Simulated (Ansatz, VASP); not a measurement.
**Two plane-wave programs on SrY3**

```xyz
4
Lattice="5.2386 0.0000 0.0000 0.0000 5.2386 0.0000 0.0000 0.0000 5.2386" Properties=species:S:1:pos:R:3 pbc="T T T"
Sr    0.0000    0.0000    0.0000
Y     0.0000    2.6193    2.6193
Y     2.6193    0.0000    2.6193
Y     2.6193    2.6193    0.0000
```

Alike in both runs: task relaxation of cell and atoms; functional PBE; k mesh 10 × 10 × 10; occupations gaussian, width 0.1 eV; no spin polarisation.

|  | VASP | Ansatz |
| --- | --- | --- |
| version | VASP 6.6.1 | Ansatz 0.2.0 |
| potentials or method | VASP PAW PBE potentials, release 64 (Sr_sv, Y_sv), cutoff 600 eV | scalar-relativistic, plane waves, PAW |
| valence electrons in the cell | 43 | 43 |

```csv
,VASP,Ansatz,Ansatz less VASP
"gap on the k mesh at the Fermi level, each at its own relaxed structure (eV)",none,none,-
relaxed volume (Å³/atom),35.89,35.94,+0.055
relaxed cell length with the largest relative difference (Å),5.236,5.239,+0.0027
```

A gap of «none» marks a metal or a gap that the smearing closes.
